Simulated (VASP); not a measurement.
# Be2CdS (P-4m2) in VASP: a series of runs, part 2 of 2

VASP 6.6.1. The steps go on from the part before.

**4. Single point, PBE**

This run uses another cell than the first one, of 17.36 Å³/atom.

INCAR reads:

```
PREC     = Accurate       # precision mode
ENCUT    = 520            # plane-wave cutoff, eV
EDIFF    = 1E-6           # SCF threshold, eV
ISMEAR   = 0              # smearing method
SIGMA    = 0.1            # smearing width, eV
LREAL    = F              # projectors in reciprocal space
LASPH    = T              # aspherical terms in the spheres
NELM     = 80             # most SCF steps
ALGO     = Normal         # electronic algorithm
ISIF     = 2              # what is computed and relaxed
LWAVE    = F              # write WAVECAR
LCHARG   = T              # write CHGCAR
GGA      = PE             # functional
LELF     = T              # ELF
LVHAR    = T            
NBANDS   = 19             # bands
```

KPOINTS reads:

```
Automatic mesh
0
Gamma
  14 14 8
```

POSCAR reads:

```
Be2CdS
1.0
    3.2157094306      0.0000000000      0.0000000000
    0.0000000000      3.2157094306      0.0000000000
    0.0000000000      0.0000000000      6.7170041808
Be Cd S
2 1 1
Direct
    0.5000000000      0.0000000000      0.6856091398
    0.0000000000      0.5000000000      0.3143908602
    0.0000000000      0.0000000000      0.0000000000
    0.5000000000      0.5000000000      0.5000000000
```

Potentials or basis: VASP PAW PBE potentials, release 64 (Be, Cd, S).

Started as:

```bash
> cat potpaw_PBE.64/Be/POTCAR potpaw_PBE.64/Cd/POTCAR potpaw_PBE.64/S/POTCAR > POTCAR
> mpirun -np 1 vasp_std > vasp.out
```

OUTCAR:

```text
PREC = Accurate
   ENCUT = 520
   EDIFF = 1E-6
   ISMEAR = 0
   LREAL = F
   LASPH = T
   NELM = 80
   ISIF = 2
   GGA = PE

 ion  position               nearest neighbor table
   1  0.500  0.000  0.686-   4 2.03   4 2.03   3 2.65   3 2.65
   2  0.000  0.500  0.314-   4 2.03   4 2.03   3 2.65   3 2.65
   3  0.000  0.000  0.000-   1 2.65   2 2.65   2 2.65   1 2.65
   4  0.500  0.500  0.500-   1 2.03   2 2.03   1 2.03   2 2.03

  LATTYP: Found a simple tetragonal cell.
 ALAT       =     3.2157094306
 C/A-ratio  =     2.0888094294

  Lattice vectors:

 A1 = (   3.2157094306,   0.0000000000,   0.0000000000)
 A2 = (   0.0000000000,   3.2157094306,   0.0000000000)
 A3 = (   0.0000000000,   0.0000000000,   6.7170041808)

Analysis of symmetry for initial positions (statically):
=====================================================================
 Subroutine PRICEL returns:
 Original cell was already a primitive cell.

 Routine SETGRP: Setting up the symmetry group for a
 simple tetragonal supercell.

 Subroutine GETGRP returns: Found  8 space group operations
 (whereof  8 operations were pure point group operations)
 out of a pool of 16 trial point group operations.

The static configuration has the point symmetry D_2d.

Analysis of symmetry for dynamics (positions and initial velocities):
=====================================================================
 Subroutine PRICEL returns:
 Original cell was already a primitive cell.

 Routine SETGRP: Setting up the symmetry group for a
 simple tetragonal supercell.

 Subroutine GETGRP returns: Found  8 space group operations
 (whereof  8 operations were pure point group operations)
 out of a pool of 16 trial point group operations.

The dynamic configuration has the point symmetry D_2d.

 Subroutine INISYM returns: Found  8 space group operations
[... 118 lines left out ...]
   IALGO  =     38    algorithm
   IMIX   =      4    mixing-type and parameters
     AMIX     =   0.40;   BMIX     =  1.00
     AMIX_MAG =   1.60;   BMIX_MAG =  1.00
  volume/ion in A,a.u.               =      17.36       117.18
  Fermi-wavevector in a.u.,A,eV,Ry     =   1.115936  2.108813 16.943517  1.245313
  Thomas-Fermi vector in A             =   2.252545
   LORBIT       =      0    0 simple, 1 ext, 2 COOP (PROOUT), +10 PAW based schemes
   GGA     = PE    functional components
   LHFCALC =     F    Hartree Fock is set to
   AEXX    =    0.0000 exact exchange contribution
   IVDW    =     0    specifies the selected vdW correction
   LEPSILON=     F    determine dielectric tensor
   LRPA    =     F    only Hartree local field effects (RPA)
 non-spin polarized calculation
 Gauss-broadening in eV      SIGMA  =   0.10
  energy-cutoff  :      520.00
  volume of cell :       69.46
 maximum number of plane-waves:      1896
 NGX is ok and might be reduce to    24
   NGX = 11   NGY = 11   NGZ = 25

 number of electron      21.9999992 magnetization

 Free energy of the ion-electron system (eV)
  ---------------------------------------------------
  ext. energy  EPLUGINS =         0.00000000
  ---------------------------------------------------
  free energy    TOTEN  =       -12.49963313 eV

  energy without entropy =      -12.49098457  energy(sigma->0) =      -12.49530885

 E-fermi :   3.1600     XC(G=0):  -9.5727

 val. band max:        3.1435383067   @ k =   0.3571   0.3571   0.3750
 cond. band min:       3.1601456576   @ k =   0.3571   0.2857   0.5000
 fundamental gap:      0.0166073510
 Fermi energy:         3.1599793926

 k-point     1 :       0.0000    0.0000    0.0000
  band No.  band energies     occupation
      1     -11.6127      2.00000
      2      -5.5451      2.00000
      3      -5.2406      2.00000
      4      -4.8652      2.00000
      5      -4.8652      2.00000
      6      -4.6966      2.00000
[... 505 lines left out ...]
      6      -4.8984      2.00000
[... 11 lines left out ...]
     18      11.2030      0.00000
     19      11.7127      0.00000

 [... further k-points ...]

------------------------ aborting loop because EDIFF is reached ----------------------------------------

  FORCE on cell =-STRESS in cart. coord.  units (eV):
  Direction    XX          YY          ZZ          XY          YZ          ZX
  --------------------------------------------------------------------------------------
  -------------------------------------------------------------------------------------
  Total        0.0399339      0.0399339      0.0626889      0.0000000      0.0000000     -0.0000000
  in kB        0.9211356      0.9211356      1.4460122      0.0000000      0.0000000     -0.0000000
  external PRESSURE =       1.0960945 kB  Pullay stress =       0.0000000 kB

 VOLUME and BASIS-vectors are now :
 -----------------------------------------------------------------------------
  energy-cutoff  :      520.00
  volume of cell :       69.46
      direct lattice vectors                 reciprocal lattice vectors
     3.215709431  0.000000000  0.000000000     0.310973370  0.000000000  0.000000000
     0.000000000  3.215709431  0.000000000     0.000000000  0.310973370  0.000000000
     0.000000000  0.000000000  6.717004181     0.000000000  0.000000000  0.148875894

 POSITION                                       TOTAL-FORCE (eV/Angst)
 -----------------------------------------------------------------------------------
      1.60785      0.00000      4.60524         0.000000      0.000000      0.012937
      0.00000      1.60785      2.11176         0.000000      0.000000     -0.012937
      0.00000      0.00000      0.00000         0.000000      0.000000      0.000000
      1.60785      1.60785      3.35850         0.000000     -0.000000      0.000000
 -----------------------------------------------------------------------------------
    total drift:                               -0.000000      0.000000      0.000000

  FREE ENERGIE OF THE ION-ELECTRON SYSTEM (eV)
  ---------------------------------------------------
  free  energy   TOTEN  =       -12.4996331316 eV

  energy  without entropy=      -12.4909845713  energy(sigma->0) =      -12.49530885
```

stdout:

```text
POSCAR found type information on POSCAR BeCdS
 POSCAR found :  3 types and       4 ions
 scaLAPACK will be used
 LDA part: xc-table for (Slater+PW92), standard interpolation
 POSCAR, INCAR and KPOINTS ok, starting setup
 FFT: planning ... GRIDC
 FFT: planning ... GRID_SOFT
 FFT: planning ... GRID
 WAVECAR not read
 entering main loop
```

Wall time 1.9 min (1 thread of Intel Xeon Platinum 8375C at 2.90GHz (Ice Lake), shared host); peak memory 0.36 GiB.

Results:

* Free energy: -12.4996 eV
* Pressure: 0.1 GPa
* Largest force: 0.013 eV/Å
* Band gap on the k mesh: zero (bands 11 and 12 overlap by 1.86 eV)

Forces on the atoms (eV/Å):
```
Be   0.000  0.000  0.013
Be   0.000  0.000 -0.013
Cd   0.000  0.000  0.000
S    0.000  0.000  0.000
```

**5. Relaxation of cell and atoms, PBE**

This run uses another cell than the first one, of 17.33 Å³/atom.

INCAR reads:

```
SYSTEM = Be2CdS
ALGO = Normal
EDIFF = 1E-6
EDIFFG = -0.01
ENCUT = 600
GGA = PE
IBRION = 2
ISIF = 3
ISMEAR = 0
LASPH = .True.
LCHARG = .False.
LREAL = .False.
LWAVE = .False.
NELM = 60
NSW = 100
PREC = Accurate
SIGMA = 0.1
```

KPOINTS reads:

```
k-points
0
Gamma
  14 14 8
  0 0 0
```

POSCAR reads:

```
Be2CdS
1.0
    3.2053975035      0.0000000000      0.0000000000
    0.0000000000      3.2053975035      0.0000000000
    0.0000000000      0.0000000000      6.7455510436
Be Cd S
2 1 1
Direct
    0.5000000000      0.0000000000      0.6854054934
    0.0000000000      0.5000000000      0.3145945066
    0.0000000000      0.0000000000      0.0000000000
    0.5000000000      0.5000000000      0.5000000000
```

Started as:

```bash
> cat potpaw_PBE.64/Be/POTCAR potpaw_PBE.64/Cd/POTCAR potpaw_PBE.64/S/POTCAR > POTCAR
> mpirun -np 1 vasp_std > vasp.out
```

Run time: 8 min. Hardware: 1 thread of Intel Xeon Platinum 8375C at 2.90GHz (Ice Lake), shared host; peak memory 0.4 GiB.

Results (log left out):

```yaml
Free_energy: -12.4997 eV
Relaxed_volume: 17.39 Å³/atom
Relaxed_cell: a = 3.217 Å, b = 3.217 Å, c = 6.722 Å, α = 90.00°, β = 90.00°, γ = 90.00°
Space_group_after_relaxing_to_0.1_Å: P-4m2 (No. 115)
Energy_gained_by_relaxing: 0.2 meV/atom
Ionic_steps: 5
Pressure_after_relaxing: 0.0 GPa
Band_gap_on_the_k_mesh: zero (bands 11 and 12 overlap by 1.86 eV)
```

The path:
```csv
step,energy change (eV),largest force (eV/Å),pressure (GPa),volume (Å³)
1,0.0000,0.0298,0.18,69.31
2,-0.0006,0.0065,0.02,69.50
3,-0.0007,0.0177,-0.16,69.70
4,-0.0007,0.0107,-0.11,69.64
5,-0.0008,0.0013,0.00,69.55
```

Final structure:
```yaml
crystal:
  lattice:
    - [3.21655, 0.00000, 0.00000]
    - [0.00000, 3.21655, 0.00000]
    - [0.00000, 0.00000, 6.72186]
  atoms:
    - { symbol: Be, position: [0.50000, 0.00000, 0.68574] }
    - { symbol: Be, position: [0.00000, 0.50000, 0.31426] }
    - { symbol: Cd, position: [0.00000, 0.00000, 0.00000] }
    - { symbol: S, position: [0.50000, 0.50000, 0.50000] }
```

Levels at points of the mesh, in eV from the Fermi level:
```csv
k point,band 9,band 10,band 11,band 12,band 13,band 14
"(0.00, 0.00, 0.00)",-2.65,-2.65,-0.17,3.40,4.48,4.96
"(0.50, 0.00, 0.00)",-2.42,-1.97,-1.62,-1.07,4.68,5.78
"(0.50, 0.50, 0.00)",-4.54,-1.07,0.79,0.79,1.31,3.27
"(0.00, 0.00, 0.50)",-2.63,-2.63,-2.29,3.72,4.27,4.70
"(0.50, 0.00, 0.50)",-3.02,-1.97,-0.67,0.47,2.70,3.42
"(0.50, 0.50, 0.50)",-4.51,-0.82,0.20,0.48,0.48,4.62
```

**6. Summary**

| task | cell | k mesh | cutoff (eV) | gap on the mesh (eV) | pressure (GPa) | relaxed volume (Å³/atom) | largest force (eV/Å) |
| --- | --- | --- | --- | --- | --- | --- | --- |
| relaxation of cell and atoms | relaxed from a = 3.772, b = 3.772, c = 5.391 Å, 4 atoms, atomic positions A | 4 × 4 × 4 | 600 | none | 0.0 | 17.30 | 0.02 |
| relaxation of cell and atoms | relaxed from a = 3.211, b = 3.211, c = 6.708 Å, 4 atoms, atomic positions B | 6 × 6 × 4 | 600 | none | 0.0 | 17.34 | - |
| single point | a = 3.216, b = 3.216, c = 6.717 Å, 4 atoms, atomic positions C | 14 × 14 × 8 | 520 | none | 0.1 | - | 0.01 |
| relaxation of cell and atoms | relaxed from a = 3.205, b = 3.205, c = 6.746 Å, 4 atoms, atomic positions C | 14 × 14 × 8 | 600 | none | 0.0 | 17.39 | - |

Alike in all rows: level PBE; potentials or basis VASP PAW PBE potentials, release 64 (Be, Cd, S); no spin polarisation; smearing gaussian 0.1 eV.

Caveats: some runs use coarse meshes; a cell axis changed by over 15 % at a fixed basis, so the end point is rough (at least some runs).

Absolute energies hang on the potentials; compare differences alone.
